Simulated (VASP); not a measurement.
Set up this calculation in VASP 6.6.1, as the native input.

```yaml
Task: single point
Functional: PBEsol
Potentials_or_basis: VASP PAW PBE potentials, release 64 (Ta_pv, Si)
Cutoff: 520 eV
k_mesh: 10 × 10 × 10
Occupations: methfessel-paxton, width 0.05 eV
Spin: no spin polarisation
Dipole_correction: no
Further_INCAR_settings: ALGO = Fast; EDIFF = 1e-06; NBANDS = 35
```

The structure of Ta2Si lies in POSCAR:

```
Ta2Si
1.0
   -3.0877629443      3.0877629443      2.5236412193
    3.0877629443     -3.0877629443      2.5236412193
    3.0877629443      3.0877629443     -2.5236412193
Ta Si
4 2
Direct
    0.6635932100      0.8364067900      0.5000000000
    0.8364067900      0.3364067900      0.1728135800
    0.3364067900      0.1635932100      0.5000000000
    0.1635932100      0.6635932100      0.8271864200
    0.2500000000      0.2500000000      0.0000000000
    0.7500000000      0.7500000000      0.0000000000
```

One way to write it, as run:

INCAR

```
ALGO = Fast
EDIFF = 1E-6
ENCUT = 520
GGA = PS
ISIF = 2
ISMEAR = 1
LASPH = True
LCHARG = True
LELF = True
LREAL = False
LVHAR = True
LWAVE = False
NBANDS = 35
NELM = 100
PREC = Accurate
SIGMA = 0.05
```

KPOINTS

```
k-points
0
Gamma
  10 10 10
```

Potentials or basis: VASP PAW PBE potentials, release 64 (Ta_pv, Si).

Command:

```sh
$ cat potpaw_PBE.64/Ta_pv/POTCAR potpaw_PBE.64/Si/POTCAR > POTCAR
$ mpirun -np 1 vasp_std > vasp.out
```

It gave:

```json
{"Pressure": "-2.9 GPa", "Largest force": "0.059 eV/Å", "Band gap on the k mesh": "zero (bands 26 and 27 overlap by 0.78 eV)"}
```

Caveat: the PAW data sets were made with another functional, which shifts forces and pressure a little; spin-orbit coupling is left out, which moves the levels of the heavy elements.

Wall time 6.1 min on 1 thread of Intel(R) Xeon(R) Platinum 8259CL CPU @ 2.50GHz (Skylake/Cascade Lake), with other jobs on the host, peak memory 0.42 GiB.
